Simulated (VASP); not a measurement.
# Pd (P6_3/mmc) in VASP: a series of runs

Pd is run at these levels: revPBE; tasks: single point.

All numbers are computed with VASP 6.6.1; they aren't measurements. Logs are shortened: lines on timing, memory, paths and dates and some standing lists are left out, and cuts for length are marked.

## 1. The cell of the first run

Symmetry: P6_3/mmc, No. 194, hexagonal system. The conventional cell has a = 2.765 Å, b = 2.765 Å, c = 9.111 Å, α = 90.00°, β = 90.00°, γ = 120.00°. Within 3.6 Å of Pd (site symmetry -3m) lie 12 Pd at 2.76 to 2.78 Å. Pd (site symmetry -6m2) has 12 Pd at 2.76 to 2.78 Å within 3.6 Å.

This isn't the form of Pd at room conditions, which is fcc.

## 2. Single point, revPBE (15.08 Å³/atom)

Contents of INCAR:

```
SYSTEM = Pd
  PREC = Accurate
  ENCUT = 520
  EDIFF = 1E-7
  ISMEAR = -1
  SIGMA = 0.1
  LREAL = .FALSE.
  LASPH = .TRUE.
  NELM = 80
  ALGO = Normal
  ISIF = 2
  LWAVE = .FALSE.
  LCHARG = .TRUE.
  GGA = RE
  LELF = .TRUE.
  LVHAR = .TRUE.
  NBANDS = 28
```

Contents of KPOINTS:

```
Automatic mesh
0
G
  15 15 4
  0 0 0
```

Contents of POSCAR:

```
Pd
1.0
    2.7647327150      0.0000000000      0.0000000000
   -1.3823663575      2.3943287659      0.0000000000
    0.0000000000      0.0000000000      9.1111901454
Pd
4
Direct
    1.0000000000      1.0000000000      0.0000000000
    1.0000000000      1.0000000000      0.5000000000
    0.3333333333      0.6666666667      0.2500000000
    0.6666666667      0.3333333333      0.7500000000
```

Potentials or basis: VASP PAW PBE potentials, release 64 (Pd).

Command:

```sh
> cat potpaw_PBE.64/Pd/POTCAR > POTCAR
> mpirun -np 1 vasp_std > vasp.out
```

OUTCAR:

```text
SYSTEM = Pd
   PREC = Accurate
   ENCUT = 520
   EDIFF = 1E-7
   ISMEAR = -1
   LREAL = .FALSE.
   LASPH = .TRUE.
   NELM = 80
   ISIF = 2
   GGA = RE

 ion  position               nearest neighbor table
   1  0.000  0.000  0.000-   3 2.78   4 2.78   4 2.78   3 2.78   4 2.78   3 2.78
   2  0.000  0.000  0.500-   3 2.78   4 2.78   4 2.78   3 2.78   4 2.78   3 2.78
   3  0.333  0.667  0.250-   1 2.78   2 2.78   1 2.78   2 2.78   1 2.78   2 2.78
   4  0.667  0.333  0.750-   1 2.78   2 2.78   1 2.78   2 2.78   1 2.78   2 2.78

  LATTYP: Found a hexagonal cell.
 ALAT       =     2.7647327150
 C/A-ratio  =     3.2955048768

  Lattice vectors:

 A1 = (   2.7647327150,   0.0000000000,   0.0000000000)
 A2 = (  -1.3823663575,   2.3943287659,   0.0000000000)
 A3 = (   0.0000000000,   0.0000000000,   9.1111901454)

Analysis of symmetry for initial positions (statically):
=====================================================================
 Subroutine PRICEL returns:
 Original cell was already a primitive cell.

 Routine SETGRP: Setting up the symmetry group for a
 hexagonal supercell.

 Subroutine GETGRP returns: Found 24 space group operations
 (whereof 12 operations were pure point group operations)
 out of a pool of 24 trial point group operations.

The static configuration has the point symmetry D_3d.
 The point group associated with its full space group is D_6h.

Analysis of symmetry for dynamics (positions and initial velocities):
=====================================================================
 Subroutine PRICEL returns:
 Original cell was already a primitive cell.

 Routine SETGRP: Setting up the symmetry group for a
 hexagonal supercell.

 Subroutine GETGRP returns: Found 24 space group operations
 (whereof 12 operations were pure point group operations)
 out of a pool of 24 trial point group operations.

The dynamic configuration has the point symmetry D_3d.
 The point group associated with its full space group is D_6h.

 Subroutine INISYM returns: Found 24 space group operations
 (whereof 12 operations are pure point group operations),
 and found     1 'primitive' translations

----------------------------------------------------------------------------------------

                                     Primitive cell

  volume of cell :      60.3132

  direct lattice vectors                    reciprocal lattice vectors
     2.764732715  0.000000000  0.000000000     0.361698617  0.208826794  0.000000000
    -1.382366358  2.394328766  0.000000000     0.000000000  0.417653588  0.000000000
     0.000000000  0.000000000  9.111190145     0.000000000  0.000000000  0.109755145

  length of vectors
     2.764732715  2.764732715  9.111190145     0.417653588  0.417653588  0.109755145

  position of ions in fractional coordinates (direct lattice)
     0.000000000  0.000000000  0.000000000
     0.000000000  0.000000000  0.500000000
     0.333333333  0.666666667  0.250000000
     0.666666667  0.333333333  0.750000000

  ion indices of the primitive-cell ions
   primitive index   ion index
                 1           1
                 2           2
                 3           3
                 4           4

----------------------------------------------------------------------------------------

 KPOINTS: Automatic mesh

Automatic generation of k-mesh.
 Grid dimensions read from file:
 generate k-points for:   15   15    4

 Generating k-lattice:

  Cartesian coordinates                     Fractional coordinates (reciprocal lattice)
     0.024113241  0.013921786  0.000000000     0.066666667  0.000000000  0.000000000
     0.000000000  0.027843573  0.000000000     0.000000000  0.066666667  0.000000000
     0.000000000  0.000000000  0.027438786     0.000000000  0.000000000  0.250000000

  Length of vectors
     0.027843573  0.027843573  0.027438786

  Shift w.r.t. Gamma in fractional coordinates (k-lattice)
     0.000000000  0.000000000  0.000000000

 Subroutine IBZKPT returns following result:
 ===========================================

 Found     81 irreducible k-points:

 Following reciprocal coordinates:
            Coordinates               Weight
  0.000000  0.000000  0.000000      1.000000
  0.066667  0.000000  0.000000      6.000000
  0.133333  0.000000  0.000000      6.000000
  0.200000  0.000000  0.000000      6.000000
  0.266667  0.000000  0.000000      6.000000
  0.333333  0.000000  0.000000      6.000000
[... 16 lines left out ...]
  0.333333  0.200000  0.000000     12.000000
  0.400000  0.200000  0.000000      6.000000
 [... further k-points ...]
   k-points           NKPTS =     81   k-points in BZ     NKDIM =     81   number of bands    NBANDS=     28
   number of dos      NEDOS =    301   number of ions     NIONS =      4
   total plane-waves  NPLWV =  40320
   dimension x,y,z NGX =    24 NGY =   24 NGZ =   70
   dimension x,y,z NGXF=    48 NGYF=   48 NGZF=  140
   ions per type =               4
   NGX,Y,Z   is equivalent  to a cutoff of  14.43, 14.43, 12.77 a.u.
   NGXF,Y,Z  is equivalent  to a cutoff of  28.86, 28.86, 25.54 a.u.
 SYSTEM =  Pd
   PREC   = accura    normal or accurate (medium, high low for compatibility)
   ISTART =      0    job   : 0-new  1-cont  2-samecut
   ICHARG =      2    charge: 1-file 2-atom 10-const
   ISPIN  =      1    spin polarized calculation?
   LNONCOLLINEAR =      F non collinear calculations
   LSORBIT =      F    spin-orbit coupling
   LASPH  =      T    aspherical Exc in radial PAW
   ENCUT  =  520.0 eV  38.22 Ry    6.18 a.u.   5.14  5.14 16.94*2*pi/ulx,y,z
   NELM   =     80;   NELMIN=  2; NELMDL= -5     # of ELM steps
   EDIFF  = 0.1E-06   stopping-criterion for ELM
   LREAL  =      F    real-space projection
   EDIFFG = 0.1E-05   stopping-criterion for IOM
   NSW    =      0    number of steps for IOM
   IBRION =     -1    ionic relax: 0-MD 1-quasi-New 2-CG
   NFREE  =      0    steps in history (QN), initial steepest desc. (CG)
   ISIF   =      2    stress and relaxation
   ISYM   =      2    0-nonsym 1-usesym 2-fastsym
   POTIM  = 0.5000    time-step for ionic-motion
   TEBEG  =    0.0;   TEEND  =   0.0 temperature during run
   PSTRESS=    0.0 pullay stress
   NELECT =      40.0000    total number of electrons
   NUPDOWN=      -1.0000    fix difference up-down
   EMIN   =  10.00;   EMAX   =-10.00  energy-range for DOS
   EFERMI =   0.00;   METHOD = LEGACY
   ISMEAR =    -1;   SIGMA  =   0.10  broadening in eV -4-tet -1-fermi 0-gaus
   EFERMI_NEDOS =   21; number of points for ismear=-14 and -15
   IALGO  =     38    algorithm
   IMIX   =      4    mixing-type and parameters
     AMIX     =   0.40;   BMIX     =  1.00
     AMIX_MAG =   1.60;   BMIX_MAG =  1.00
  volume/ion in A,a.u.               =      15.08       101.75
  Fermi-wavevector in a.u.,A,eV,Ry     =   1.427658  2.697882 27.731490  2.038207
  Thomas-Fermi vector in A             =   2.547804
   LORBIT       =      0    0 simple, 1 ext, 2 COOP (PROOUT), +10 PAW based schemes
   GGA     = RE    functional components
   LHFCALC =     F    Hartree Fock is set to
   AEXX    =    0.0000 exact exchange contribution
   IVDW    =     0    specifies the selected vdW correction
   LEPSILON=     F    determine dielectric tensor
   LRPA    =     F    only Hartree local field effects (RPA)
 non-spin polarized calculation
  energy-cutoff  :      520.00
  volume of cell :       60.31
 maximum number of plane-waves:      1638
 NGX is ok and might be reduce to    24
   NGX = 11   NGY = 11   NGZ = 33

 number of electron      40.0000015 magnetization

 Free energy of the ion-electron system (eV)
  ---------------------------------------------------
  ext. energy  EPLUGINS =         0.00000000
  ---------------------------------------------------
  free energy    TOTEN  =       -19.03641094 eV

  energy without entropy =      -18.77601162  energy(sigma->0) =      -18.90621128

 E-fermi :   9.5226     XC(G=0): -12.9702

 val. band max:        9.5203795606   @ k =   0.4667   0.0000   0.2500
 cond. band min:       9.5236605866   @ k =   0.4000   0.0667   0.5000
 fundamental gap:      0.0032810260
 Fermi energy:         9.5225628717

 k-point     1 :       0.0000    0.0000    0.0000
  band No.  band energies     occupation
      1       2.5538      2.00000
      2       4.1863      2.00000
      3       4.1929      2.00000
      4       4.3772      2.00000
      5       6.7081      2.00000
      6       6.7103      2.00000
[... 20 lines left out ...]
     27      23.7374      0.00000
     28      26.4436      0.00000

 k-point     2 :       0.0667    0.0000    0.0000
  band No.  band energies     occupation
      1       2.6958      2.00000
      2       4.3150      2.00000
      3       4.3227      2.00000
      4       4.4801      2.00000
      5       6.4848      2.00000
      6       6.6259      2.00000
[... 20 lines left out ...]
     27      23.8235      0.00000
     28      26.5556      0.00000

 k-point     3 :       0.1333    0.0000    0.0000
  band No.  band energies     occupation
      1       3.1033      2.00000
      2       4.6491      2.00000
      3       4.6682      2.00000
      4       4.7620      2.00000
      5       6.1348      2.00000
      6       6.3442      2.00000
[... 20 lines left out ...]
     27      24.0683      0.00000
     28      26.0955      0.00000

 k-point     4 :       0.2000    0.0000    0.0000
  band No.  band energies     occupation
      1       3.7070      2.00000
      2       4.9216      2.00000
      3       5.0155      2.00000
      4       5.1550      2.00000
      5       5.8474      2.00000
      6       6.0513      2.00000
[... 20 lines left out ...]
     27      24.4191      0.00000
     28      24.5026      0.00000

 k-point     5 :       0.2667    0.0000    0.0000
  band No.  band energies     occupation
      1       4.3191      2.00000
      2       4.9155      2.00000
      3       4.9864      2.00000
      4       5.2593      2.00000
      5       5.7524      2.00000
      6       5.7882      2.00000
[... 20 lines left out ...]
     27      23.3432      0.00000
     28      23.4583      0.00000

 k-point     6 :       0.3333    0.0000    0.0000
  band No.  band energies     occupation
      1       4.5465      2.00000
      2       4.7232      2.00000
      3       4.7732      2.00000
      4       5.2111      2.00000
      5       5.5339      2.00000
      6       5.6719      2.00000
[... 463 lines left out ...]
      5       5.6334      2.00000
      6       5.6591      2.00000
[... 20 lines left out ...]
     27      20.7196      0.00000
     28      22.6533      0.00000

 k-point    22 :       0.2667    0.2000    0.0000
  band No.  band energies     occupation
      1       5.0309      2.00000
      2       5.0356      2.00000
      3       5.3802      2.00000
      4       5.4521      2.00000
      5       5.6735      2.00000
      6       5.8980      2.00000
[... 20 lines left out ...]
     27      19.7204      0.00000
     28      20.8279      0.00000

 k-point    23 :       0.3333    0.2000    0.0000
  band No.  band energies     occupation
      1       4.8708      2.00000
      2       4.9735      2.00000
      3       5.2365      2.00000
      4       5.5520      2.00000
      5       5.7849      2.00000
      6       5.9298      2.00000
[... 20 lines left out ...]
     27      19.1626      0.00000
     28      19.9964      0.00000

 k-point    24 :       0.4000    0.2000    0.0000
  band No.  band energies     occupation
      1       4.8108      2.00000
      2       4.9524      2.00000
      3       5.1839      2.00000
      4       5.6659      2.00000
      5       5.7828      2.00000
      6       5.8932      2.00000
[... 20 lines left out ...]
     27      18.9109      0.00000
     28      20.8615      0.00000

 [... further k-points ...]
[... 5 lines left out ...]
  --------------------------------------------------------------------------------------
  -------------------------------------------------------------------------------------
  Total        2.5086371      2.5086371      2.4000096      0.0000000      0.0000000      0.0000000
  in kB       66.6402122     66.6402122     63.7545997      0.0000000      0.0000000      0.0000000
  external PRESSURE =      65.6783414 kB  Pullay stress =       0.0000000 kB

 VOLUME and BASIS-vectors are now :
 -----------------------------------------------------------------------------
  energy-cutoff  :      520.00
  volume of cell :       60.31
      direct lattice vectors                 reciprocal lattice vectors
     2.764732715  0.000000000  0.000000000     0.361698617  0.208826794  0.000000000
    -1.382366358  2.394328766  0.000000000     0.000000000  0.417653588  0.000000000
     0.000000000  0.000000000  9.111190145     0.000000000  0.000000000  0.109755145

 POSITION                                       TOTAL-FORCE (eV/Angst)
 -----------------------------------------------------------------------------------
      0.00000      0.00000      0.00000        -0.000000      0.000000     -0.000000
      0.00000      0.00000      4.55560         0.000000      0.000000     -0.000000
     -0.00000      1.59622      2.27780         0.000000      0.000000      0.000000
      1.38237      0.79811      6.83339        -0.000000      0.000000      0.000000
 -----------------------------------------------------------------------------------
    total drift:                               -0.000000      0.000000      0.000000

  FREE ENERGIE OF THE ION-ELECTRON SYSTEM (eV)
  ---------------------------------------------------
  free  energy   TOTEN  =       -19.0364109416 eV

  energy  without entropy=      -18.7760116226  energy(sigma->0) =      -18.90621128
```

It took 2.8 min on 1 thread of Intel Xeon 8259CL, shared host; peak memory 0.25 GiB.

Results:

- Free energy: -19.0364 eV
- Pressure: 6.6 GPa
- Band gap on the k mesh: zero (bands 20 and 21 overlap by 0.89 eV)

Levels at points of the mesh, in eV from the Fermi level:
```
           k point  band 16  band 17  band 18  band 19  band 20  band 21  band 22  band 23  band 24  band 25
(0.00, 0.00, 0.00)    -1.49    -1.49    -1.05    -1.05    -0.71    -0.71    -0.15    -0.15     0.98     7.01
(0.00, 0.00, 0.50)    -1.28    -1.28    -1.28    -0.87    -0.87    -0.39    -0.39    -0.39    -0.39     9.66
```

Caveat: the cell stands under pressure; the PAW data sets were made with another functional, which shifts forces and pressure a little.

## 3. Single point, revPBE (15.71 Å³/atom)

This run uses another cell than the first one, of 15.71 Å³/atom.

Contents of INCAR:

```
SYSTEM = Pd
ALGO = Normal ; EDIFF = 1E-7
ENCUT = 520 ; GGA = RE
ISIF = 2 ; ISMEAR = -1
LASPH = .TRUE. ; LCHARG = .FALSE.
LREAL = .FALSE. ; LWAVE = .FALSE.
NBANDS = 28 ; NELM = 80
PREC = Accurate ; SIGMA = 0.1
```

Contents of KPOINTS:

```
k-points
0
G
  15 15 4
  0 0 0
```

Contents of POSCAR:

```
Pd
1.0
    2.8026104727      0.0000000000      0.0000000000
   -1.4013052364      2.4271318663      0.0000000000
    0.0000000000      0.0000000000      9.2360164807
Pd
4
Direct
    1.0000000000      1.0000000000      0.0000000000
    1.0000000000      1.0000000000      0.5000000000
    0.3333333333      0.6666666667      0.2500000000
    0.6666666667      0.3333333333      0.7500000000
```

Potentials or basis: VASP PAW PBE potentials, release 64 (Pd).

Command:

```sh
> cat potpaw_PBE.64/Pd/POTCAR > POTCAR
> mpirun -np 1 vasp_std > vasp.out
```

Wall time 3.1 min (1 thread of Intel Xeon 8259CL, shared host); peak memory 0.25 GiB.

It converged, with:

```yaml
Free_energy: -19.0848 eV
Pressure: -0.3 GPa
Band_gap_on_the_k_mesh: zero (bands 20 and 21 overlap by 0.83 eV)
```

Stress tensor (GPa, compression positive):
```
-0.20  0.00  0.00
 0.00 -0.20  0.00
 0.00  0.00 -0.43
```

Levels at points of the mesh, in eV from the Fermi level:
| k point | band 16 | band 17 | band 18 | band 19 | band 20 | band 21 | band 22 | band 23 | band 24 | band 25 |
| --- | --- | --- | --- | --- | --- | --- | --- | --- | --- | --- |
| (0.00, 0.00, 0.00) | -1.40 | -1.40 | -0.98 | -0.98 | -0.67 | -0.67 | -0.15 | -0.15 | 1.07 | 6.70 |
| (0.00, 0.00, 0.50) | -1.20 | -1.20 | -1.20 | -0.76 | -0.76 | -0.37 | -0.37 | -0.37 | -0.37 | 9.34 |

Caveat: the PAW data sets were made with another functional, which shifts forces and pressure a little.

[end of part 1 of 2]
